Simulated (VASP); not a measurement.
# MgO in VASP: a series of runs

The runs below take MgO through single point, relaxation of the atoms, with r2SCAN, LDA.

Program: VASP 6.6.1. These are calculated values, not measurements. Logs are shortened: lines on timing, memory, paths and dates and some standing lists are left out, and cuts for length are marked.

### Step 1. The cell of the first run

The structure is cubic, space group Fm-3m (No. 225). The conventional cell has a = 4.159 Å, b = 4.159 Å, c = 4.159 Å, α = 90.00°, β = 90.00°, γ = 90.00°. Mg (site symmetry m-3m) has 6 O at 2.08 Å within 2.8 Å. O (site symmetry m-3m) has 6 Mg at 2.08 Å within 2.8 Å.

### Step 2. Single point, r2SCAN

POSCAR reads:

```
MgO
1.0
    0.0000000000      2.0795922133      2.0795922133
    2.0795922133      0.0000000000      2.0795922133
    2.0795922133      2.0795922133      0.0000000000
Mg O
1 1
Direct
    0.0000000000      0.0000000000      0.0000000000
    0.5000000000      0.5000000000      0.5000000000
```

INCAR.step1 reads:

```
SYSTEM = MgO
ALGO = Normal ; EDIFF = 1E-5
ENCUT = 920 ; GGA = PE
GGA_COMPAT = .False. ; ISMEAR = 0
LASPH = .True. ; LCHARG = .False.
LREAL = .False. ; LWAVE = .True.
NBANDS = 15 ; NELM = 120
PREC = Accurate ; SIGMA = 0.01
```

INCAR.step2 reads:

```
SYSTEM = MgO
ALGO = Normal ; EDIFF = 1E-6
ENCUT = 920 ; GGA_COMPAT = .False.
ISIF = 2 ; ISMEAR = 0
ISTART = 1 ; LASPH = .True.
LCHARG = .False. ; LMIXTAU = .True.
LREAL = .False. ; LWAVE = .False.
METAGGA = R2SCAN ; NBANDS = 15
NELM = 120 ; PREC = Accurate
SIGMA = 0.01
```

KPOINTS reads:

```
k-points
0
Gamma
  10 10 10
  0 0 0
```

Potentials or basis: VASP PAW PBE potentials, release 64 (Mg_sv, O).

Command:

```console
$ cat potpaw_PBE.64/Mg_sv/POTCAR potpaw_PBE.64/O/POTCAR > POTCAR
$ cp INCAR.step1 INCAR
$ mpirun -np 1 vasp_std > vasp.out
$ cp INCAR.step2 INCAR
$ mpirun -np 1 vasp_std > vasp.out
```

OUTCAR:

```text
SYSTEM = MgO
   EDIFF = 1E-6
   ENCUT = 920
   ISIF = 2
   ISMEAR = 0
   ISTART = 1
   LASPH = .True.
   LREAL = .False.
   METAGGA = R2SCAN
   NELM = 120
   PREC = Accurate

 ion  position               nearest neighbor table
   1  0.000  0.000  0.000-   2 2.08   2 2.08   2 2.08   2 2.08   2 2.08   2 2.08
   2  0.500  0.500  0.500-   1 2.08   1 2.08   1 2.08   1 2.08   1 2.08   1 2.08

  LATTYP: Found a face centered cubic cell.
 ALAT       =     4.1591844266

  Lattice vectors:

 A1 = (   0.0000000000,   2.0795922133,   2.0795922133)
 A2 = (   2.0795922133,   0.0000000000,   2.0795922133)
 A3 = (   2.0795922133,   2.0795922133,   0.0000000000)

Analysis of symmetry for initial positions (statically):
=====================================================================
 Subroutine PRICEL returns:
 Original cell was already a primitive cell.

 Routine SETGRP: Setting up the symmetry group for a
 face centered cubic supercell.

 Subroutine GETGRP returns: Found 48 space group operations
 (whereof 48 operations were pure point group operations)
 out of a pool of 48 trial point group operations.

The static configuration has the point symmetry O_h .

Analysis of symmetry for dynamics (positions and initial velocities):
=====================================================================
 Subroutine PRICEL returns:
 Original cell was already a primitive cell.

 Routine SETGRP: Setting up the symmetry group for a
 face centered cubic supercell.

 Subroutine GETGRP returns: Found 48 space group operations
 (whereof 48 operations were pure point group operations)
 out of a pool of 48 trial point group operations.

The dynamic configuration has the point symmetry O_h .

 Subroutine INISYM returns: Found 48 space group operations
 (whereof 48 operations are pure point group operations),
 and found     1 'primitive' translations

----------------------------------------------------------------------------------------

                                     Primitive cell

  volume of cell :      17.9872

  direct lattice vectors                    reciprocal lattice vectors
     0.000000000  2.079592213  2.079592213    -0.240431752  0.240431752  0.240431752
     2.079592213  0.000000000  2.079592213     0.240431752 -0.240431752  0.240431752
     2.079592213  2.079592213  0.000000000     0.240431752  0.240431752 -0.240431752

  length of vectors
     2.940987512  2.940987512  2.940987512     0.416440011  0.416440011  0.416440011

  position of ions in fractional coordinates (direct lattice)
[... 90 lines left out ...]
   NELECT =      16.0000    total number of electrons
   NUPDOWN=      -1.0000    fix difference up-down
   EMIN   =  10.00;   EMAX   =-10.00  energy-range for DOS
   EFERMI =   0.00;   METHOD = LEGACY
   ISMEAR =     0;   SIGMA  =   0.01  broadening in eV -4-tet -1-fermi 0-gaus
   EFERMI_NEDOS =   21; number of points for ismear=-14 and -15
   IALGO  =     38    algorithm
   IMIX   =      4    mixing-type and parameters
     AMIX     =   0.40;   BMIX     =  1.00
     AMIX_MAG =   1.60;   BMIX_MAG =  1.00
  volume/ion in A,a.u.               =       8.99        60.69
  Fermi-wavevector in a.u.,A,eV,Ry     =   1.574442  2.975264 33.727038  2.478867
  Thomas-Fermi vector in A             =   2.675576
   LORBIT       =      0    0 simple, 1 ext, 2 COOP (PROOUT), +10 PAW based schemes
   METAGGA = R2SCAN    functional components
   LHFCALC =     F    Hartree Fock is set to
   AEXX    =    0.0000 exact exchange contribution
   IVDW    =     0    specifies the selected vdW correction
   LEPSILON=     F    determine dielectric tensor
   LRPA    =     F    only Hartree local field effects (RPA)
 non-spin polarized calculation
 Gauss-broadening in eV      SIGMA  =   0.01
  energy-cutoff  :      920.00
  volume of cell :       17.99
 maximum number of plane-waves:      1159
 NGX is ok and might be reduce to    30
   NGX = 15   NGY = 15   NGZ = 15

 number of electron      16.0000006 magnetization

 Free energy of the ion-electron system (eV)
  ---------------------------------------------------
  ext. energy  EPLUGINS =         0.00000000
  ---------------------------------------------------
  free energy    TOTEN  =       -16.14128566 eV

  energy without entropy =      -16.14128566  energy(sigma->0) =      -16.14128566

 E-fermi :   2.8356     XC(G=0): -12.2533

 val. band max:        2.7762604103   @ k =   0.0000   0.0000   0.0000
 cond. band min:       8.8125902726   @ k =   0.0000   0.0000   0.0000
 fundamental gap:      6.0363298623
 Fermi energy:         2.8355728279

 k-point     1 :       0.0000    0.0000    0.0000
  band No.  band energies     occupation
      1     -72.0547      2.00000
      2     -37.1378      2.00000
      3     -37.1378      2.00000
      4     -37.1378      2.00000
      5     -15.6073      2.00000
      6       2.7763      2.00000
      7       2.7763      2.00000
      8       2.7763      2.00000
      9       8.8126      0.00000
     10      19.8629      0.00000
     11      19.8629      0.00000
     12      19.8629      0.00000
     13      24.0818      0.00000
     14      25.9498      0.00000
[... 401 lines left out ...]
      2     -37.2065      2.00000
      3     -37.1651      2.00000
      4     -37.1624      2.00000
      5     -14.3114      2.00000
      6      -0.9115      2.00000
      7       1.4097      2.00000
      8       1.6318      2.00000
      9      13.7101      0.00000
     10      14.1562      0.00000
     11      18.0487      0.00000
     12      22.8466      0.00000
     13      23.0738      0.00000
     14      29.6102      0.00000
     15      32.1387      0.00000

 [... further k-points ...]

------------------------ aborting loop because EDIFF is reached ----------------------------------------

  FORCE on cell =-STRESS in cart. coord.  units (eV):
  Direction    XX          YY          ZZ          XY          YZ          ZX
  --------------------------------------------------------------------------------------
  -------------------------------------------------------------------------------------
  Total        0.7072400      0.7072400      0.7072400      0.0000000      0.0000000      0.0000000
  in kB       62.9959839     62.9959839     62.9959839      0.0000000      0.0000000      0.0000000
  external PRESSURE =      62.9959839 kB  Pullay stress =       0.0000000 kB

 VOLUME and BASIS-vectors are now :
 -----------------------------------------------------------------------------
  energy-cutoff  :      920.00
  volume of cell :       17.99
      direct lattice vectors                 reciprocal lattice vectors
     0.000000000  2.079592213  2.079592213    -0.240431752  0.240431752  0.240431752
     2.079592213  0.000000000  2.079592213     0.240431752 -0.240431752  0.240431752
     2.079592213  2.079592213  0.000000000     0.240431752  0.240431752 -0.240431752

 POSITION                                       TOTAL-FORCE (eV/Angst)
 -----------------------------------------------------------------------------------
      0.00000      0.00000      0.00000        -0.000000      0.000000     -0.000000
      2.07959      2.07959      2.07959         0.000000     -0.000000      0.000000
 -----------------------------------------------------------------------------------
    total drift:                                0.000000      0.000000      0.000000

  FREE ENERGIE OF THE ION-ELECTRON SYSTEM (eV)
  ---------------------------------------------------
  free  energy   TOTEN  =       -16.1412856596 eV

  energy  without entropy=      -16.1412856596  energy(sigma->0) =      -16.14128566
```

Wall time 2.3 min (1 thread of Intel Xeon Platinum 8259CL at 2.50GHz (Skylake/Cascade Lake), shared host); peak memory 0.18 GiB.

Results:

```
Free energy            : -16.1413 eV
Pressure               : 6.3 GPa
Band gap on the k mesh : 6.04 eV
```

Levels at points of the mesh, in eV from the valence-band top:
```
           k point  band 5  band 6  band 7  band 8  band 9  band 10  band 11  band 12
(0.00, 0.00, 0.00)  -18.38    0.00    0.00    0.00    6.04    17.09    17.09    17.09
(0.50, 0.00, 0.00)  -17.01   -4.77   -0.72   -0.72    9.09    14.30    17.91    17.91
(0.50, 0.50, 0.00)  -16.79   -4.23   -1.42   -1.42   10.10    11.58    14.75    21.07
```

Caveat: the cell stands under pressure; the PAW data sets were made with another functional, which shifts forces and pressure a little.

### Step 3. Relaxation of the atoms, LDA (equal xy, yz and zx engineering shears of -0.5 %)

INCAR reads:

```
SYSTEM = MgO
ALGO     = Normal         ! electronic algorithm
EDIFF    = 1E-6           ! SCF threshold, eV
EDIFFG   = -0.002         ! ionic threshold
ENCUT    = 520            ! plane-wave cutoff, eV
GGA      = CA             ! functional
IBRION   = 2              ! ionic algorithm
ISIF     = 2              ! what is computed and relaxed
ISMEAR   = 0              ! smearing method
LASPH    = .TRUE.         ! aspherical terms in the spheres
LCHARG   = .FALSE.        ! write CHGCAR
LREAL    = .FALSE.        ! projectors in reciprocal space
LWAVE    = .FALSE.        ! write WAVECAR
NELM     = 60             ! most SCF steps
NSW      = 50             ! ionic steps
PREC     = Accurate       ! precision mode
SIGMA    = 0.01           ! smearing width, eV
```

KPOINTS reads:

```
k-points
0
G
  10 10 10
  0 0 0
```

POSCAR reads:

```
MgO
1.0
   -0.0103979611      2.0743932328      2.0743932328
    2.0743932328     -0.0103979611      2.0743932328
    2.0743932328      2.0743932328     -0.0103979611
Mg O
1 1
Direct
    0.0000000000      0.0000000000      0.0000000000
    0.5000000000      0.5000000000      0.5000000000
```

Potentials or basis: VASP PAW LDA potentials, release 64 (Mg, O).

Command:

```console
$ cat potpaw_LDA.64/Mg/POTCAR potpaw_LDA.64/O/POTCAR > POTCAR
$ mpirun -np 1 vasp_std > vasp.out
```

OUTCAR:

```text
SYSTEM = MgO
   EDIFF = 1E-6
   EDIFFG = -0.002
   ENCUT = 520
   GGA = CA
   IBRION = 2
   ISIF = 2
   ISMEAR = 0
   LASPH = .TRUE.
   LREAL = .FALSE.
   NELM = 60
   NSW = 50
   PREC = Accurate

 ion  position               nearest neighbor table
   1  0.000  0.000  0.000-   2 2.08   2 2.08   2 2.08   2 2.08   2 2.08   2 2.08
   2  0.500  0.500  0.500-   1 2.08   1 2.08   1 2.08   1 2.08   1 2.08   1 2.08

  LATTYP: Found a trigonal (rhomboedric) cell.
 ALAT       =     2.9336534707
 COS(alpha) =     0.4949812503

  Lattice vectors:

 A1 = (  -0.0103979611,   2.0743932328,   2.0743932328)
 A2 = (   2.0743932328,  -0.0103979611,   2.0743932328)
 A3 = (   2.0743932328,   2.0743932328,  -0.0103979611)

Analysis of symmetry for initial positions (statically):
=====================================================================
 Subroutine PRICEL returns:
 Original cell was already a primitive cell.

 Routine SETGRP: Setting up the symmetry group for a
 trigonal (rhombohedral) supercell.

 Subroutine GETGRP returns: Found 12 space group operations
 (whereof 12 operations were pure point group operations)
 out of a pool of 12 trial point group operations.

The static configuration has the point symmetry D_3d.

Analysis of symmetry for dynamics (positions and initial velocities):
=====================================================================
 Subroutine PRICEL returns:
 Original cell was already a primitive cell.

 Routine SETGRP: Setting up the symmetry group for a
 trigonal (rhombohedral) supercell.

 Subroutine GETGRP returns: Found 12 space group operations
 (whereof 12 operations were pure point group operations)
 out of a pool of 12 trial point group operations.

The dynamic configuration has the point symmetry D_3d.

 Subroutine INISYM returns: Found 12 space group operations
 (whereof 12 operations are pure point group operations),
 and found     1 'primitive' translations

----------------------------------------------------------------------------------------
[... 120 lines left out ...]
   AEXX    =    0.0000 exact exchange contribution
   IVDW    =     0    specifies the selected vdW correction
   LEPSILON=     F    determine dielectric tensor
   LRPA    =     F    only Hartree local field effects (RPA)
 conjugate gradient relaxation of ions
 non-spin polarized calculation
 Gauss-broadening in eV      SIGMA  =   0.01
  energy-cutoff  :      520.00
  volume of cell :       17.99
 maximum number of plane-waves:       531
 NGX is ok and might be reduce to    24
   NGX = 11   NGY = 11   NGZ = 11

 number of electron       8.0000000 magnetization

 Free energy of the ion-electron system (eV)
  ---------------------------------------------------
  ext. energy  EPLUGINS =         0.00000000
  ---------------------------------------------------
  free energy    TOTEN  =       -13.44411918 eV

  energy without entropy =      -13.44411918  energy(sigma->0) =      -13.44411918

 E-fermi :   3.2515     XC(G=0): -11.7761

 val. band max:        3.2133031884   @ k =   0.0000   0.0000   0.0000
 cond. band min:       8.2088440885   @ k =   0.0000   0.0000   0.0000
 fundamental gap:      4.9955409001
 Fermi energy:         3.2514591558

 k-point     1 :       0.0000    0.0000    0.0000
  band No.  band energies     occupation
      1     -14.0315      2.00000
      2       3.1550      2.00000
      3       3.1550      2.00000
      4       3.2133      2.00000
      5       8.2088      0.00000
      6      18.8310      0.00000
      7      18.8310      0.00000
      8      19.0571      0.00000
[... 243 lines left out ...]
 k-point    24 :       0.4000    0.3000   -0.0000
  band No.  band energies     occupation
      1     -12.6403      2.00000
      2      -0.5832      2.00000
      3       1.7637      2.00000
      4       2.0523      2.00000
      5      12.9240      0.00000
      6      13.2618      0.00000
      7      16.9023      0.00000
      8      21.5872      0.00000

 [... further k-points ...]

------------------------ aborting loop because EDIFF is reached ----------------------------------------

  FORCE on cell =-STRESS in cart. coord.  units (eV):
  Direction    XX          YY          ZZ          XY          YZ          ZX
  --------------------------------------------------------------------------------------
  -------------------------------------------------------------------------------------
  Total       -0.1849956     -0.1849956     -0.1849956      0.0860881      0.0860881      0.0860881
  in kB      -16.4784212    -16.4784212    -16.4784212      7.6682729      7.6682729      7.6682729
  external PRESSURE =     -16.4784212 kB  Pullay stress =       0.0000000 kB

 VOLUME and BASIS-vectors are now :
 -----------------------------------------------------------------------------
  energy-cutoff  :      520.00
  volume of cell :       17.99
      direct lattice vectors                 reciprocal lattice vectors
    -0.010397961  2.074393233  2.074393233    -0.239229579  0.240434765  0.240434765
     2.074393233 -0.010397961  2.074393233     0.240434765 -0.239229579  0.240434765
     2.074393233  2.074393233 -0.010397961     0.240434765  0.240434765 -0.239229579

 POSITION                                       TOTAL-FORCE (eV/Angst)
 -----------------------------------------------------------------------------------
      0.00000      0.00000      0.00000         0.000000     -0.000000      0.000000
      2.06919      2.06919      2.06919        -0.000000      0.000000     -0.000000
 -----------------------------------------------------------------------------------
    total drift:                               -0.000000     -0.000000      0.000000

  FREE ENERGIE OF THE ION-ELECTRON SYSTEM (eV)
  ---------------------------------------------------
  free  energy   TOTEN  =       -13.4441191774 eV

  energy  without entropy=      -13.4441191774  energy(sigma->0) =      -13.44411918

 reached required accuracy - stopping structural energy minimisation
```

OSZICAR:

```text
N       E                     dE             d eps       ncg     rms          rms(c)
DAV:   1     0.901799661869E+01    0.90180E+01   -0.48341E+03  2176   0.881E+02
DAV:   2    -0.147339635084E+02   -0.23752E+02   -0.22652E+02  2232   0.135E+02
DAV:   3    -0.150268666380E+02   -0.29290E+00   -0.29290E+00  2392   0.165E+01
DAV:   4    -0.150272851287E+02   -0.41849E-03   -0.41849E-03  2528   0.589E-01
DAV:   5    -0.150272853856E+02   -0.25689E-06   -0.25689E-06  2440   0.101E-02    0.709E+00
DAV:   6    -0.135082862321E+02    0.15190E+01   -0.98471E+00  1856   0.221E+01    0.224E+00
DAV:   7    -0.134677654877E+02    0.40521E-01   -0.48148E-02  1920   0.264E+00    0.126E+00
DAV:   8    -0.134442282844E+02    0.23537E-01   -0.24386E-02  1896   0.212E+00    0.134E-01
DAV:   9    -0.134441450749E+02    0.83209E-04   -0.16572E-04  2904   0.134E-01    0.808E-02
DAV:  10    -0.134441199322E+02    0.25143E-04   -0.39193E-05  1944   0.784E-02    0.734E-03
DAV:  11    -0.134441191774E+02    0.75482E-06   -0.30371E-06  1768   0.113E-02
   1 F= -.13444119E+02 E0= -.13444119E+02  d E =-.134441E+02
```

Run time: 7.4 s. Hardware: 1 thread of Intel Xeon Platinum 8488C (Sapphire Rapids), shared host; peak memory 0.14 GiB.

What came out:

```
Free energy             : -13.4441 eV
Pressure after relaxing : -1.6 GPa
Band gap on the k mesh  : 5.00 eV
```

Final structure:
```yaml
crystal:
  lattice:
    - [-0.01040, 2.07439, 2.07439]
    - [2.07439, -0.01040, 2.07439]
    - [2.07439, 2.07439, -0.01040]
  atoms:
    - { symbol: Mg, position: [0.00000, 0.00000, 0.00000] }
    - { symbol: O, position: [0.50000, 0.50000, 0.50000] }
```

Caveat: the cell differs from its parent crystal (equal xy, yz and zx engineering shears of -0.5 %).

### Step 4. Relaxation of the atoms, LDA (equal xy, yz and zx engineering shears of +0.5 %)

INCAR reads:

```
SYSTEM = MgO
  ALGO = Normal
  EDIFF = 1E-6
  EDIFFG = -0.002
  ENCUT = 520
  GGA = CA
  IBRION = 2
  ISIF = 2
  ISMEAR = 0
  LASPH = .True.
  LCHARG = .False.
  LREAL = .False.
  LWAVE = .False.
  NELM = 80
  NSW = 50
  PREC = Accurate
  SIGMA = 0.01
```

KPOINTS reads:

```
k-points
0
Gamma
  10 10 10
  0 0 0
```

POSCAR reads:

```
MgO
1.0
    0.0103979611      2.0847911938      2.0847911938
    2.0847911938      0.0103979611      2.0847911938
    2.0847911938      2.0847911938      0.0103979611
Mg O
1 1
Direct
    0.0000000000      0.0000000000      0.0000000000
    0.5000000000      0.5000000000      0.5000000000
```

Command:

```console
$ cat potpaw_LDA.64/Mg/POTCAR potpaw_LDA.64/O/POTCAR > POTCAR
$ mpirun -np 1 vasp_std > vasp.out
```

Wall time 7 s (1 thread of Intel Xeon Platinum 8488C (Sapphire Rapids), shared host); peak memory 0.14 GiB.

The run converged. Its results:

* Free energy: -13.4441 eV
* Pressure after relaxing: -1.6 GPa
* Band gap on the k mesh: 5.01 eV

Stress tensor (GPa, compression positive):
```
-1.65 -0.78 -0.78
-0.78 -1.65 -0.78
-0.78 -0.78 -1.65
```

Final structure:
```
Mg O
1.0
     0.01040    2.08479    2.08479
     2.08479    0.01040    2.08479
     2.08479    2.08479    0.01040
Mg O
1 1
Direct
  0.00000 0.00000 0.00000
  0.50000 0.50000 0.50000
```

Levels at points of the mesh, in eV from the valence-band top:
| k point | band 2 | band 3 | band 4 | band 5 | band 6 | band 7 |
| --- | --- | --- | --- | --- | --- | --- |
| (0.00, 0.00, 0.00) | -0.06 | 0.00 | 0.00 | 5.01 | 15.56 | 15.79 |
| (0.50, 0.00, 0.00) | -4.88 | -0.76 | -0.72 | 7.93 | 12.84 | 16.28 |
| (0.50, 0.50, 0.00) | -4.33 | -1.48 | -1.42 | 8.90 | 10.10 | 13.27 |
| (0.50, 0.50, 0.50) | -4.92 | -0.70 | -0.70 | 8.01 | 12.73 | 16.48 |

Caveat: the cell differs from its parent crystal (equal xy, yz and zx engineering shears of +0.5 %).

### Step 5. Summary

```tsv
task	level	potentials or basis	cell	cutoff (eV)	gap on the mesh (eV)	pressure (GPa)
single point	r2SCAN	VASP PAW PBE potentials, release 64 (Mg_sv, O)	a = 2.941 Å, angles 60.0°, 2 atoms	920	6.04	6.3
relaxation of the atoms	LDA	VASP PAW LDA potentials, release 64 (Mg, O)	atoms relaxed from a = 2.934 Å, angles 60.3°, 2 atoms	520	5.00	-1.6
relaxation of the atoms	LDA	VASP PAW LDA potentials, release 64 (Mg, O)	atoms relaxed from a = 2.948 Å, angles 59.7°, 2 atoms	520	5.01	-1.6
```

Alike in all rows: no spin polarisation; k mesh 10 × 10 × 10; smearing gaussian 0.01 eV.

Caveats: the cell stands under pressure (at least some runs); the PAW data sets were made with another functional, which shifts forces and pressure a little (at least some runs).

Total energies depend on the potentials used, so only differences within one code and one set of settings carry meaning.
